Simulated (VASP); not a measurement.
Here is a VASP 6.6.1 calculation.

File INCAR:

```
  ALGO = Normal
  EDIFF = 1E-8
  ENCUT = 520
  GGA = PE
  IBRION = 8
  ISIF = 2
  ISMEAR = -1
  LASPH = True
  LCHARG = False
  LREAL = False
  LWAVE = False
  NELM = 80
  NSW = 1
  PREC = Accurate
  SIGMA = 0.15
```

Contents of KPOINTS:

```
k-points
0
Gamma
  14 14 14
```

Contents of POSCAR:

```
ZrB
1.0
    0.0000000000      2.4367895620      2.4367895620
    2.4367895620      0.0000000000      2.4367895620
    2.4367895620      2.4367895620      0.0000000000
Zr B
1 1
Direct
    0.0000000000      0.0000000000      0.0000000000
    0.5000000000      0.5000000000      0.5000000000
```

Potentials or basis: VASP PAW PBE potentials, release 64 (Zr_sv, B).

Run with:

```console
$ cat potpaw_PBE.64/Zr_sv/POTCAR potpaw_PBE.64/B/POTCAR > POTCAR
$ mpirun -np 1 vasp_std > vasp.out
```

Question: What does it give for the highest phonon frequency at Γ, LO-TO splitting left out?

Answer: 442 cm⁻¹.

Phonon frequencies in cm⁻¹ (negative: imaginary):
```
              q point        frequencies
(0.000, 0.000, 0.000)  0 0 0 442 442 442
```

Caveat: the cell differs from its parent crystal (phonons at volume x 0.98); the cell wasn't relaxed at this level first, which shifts response properties.
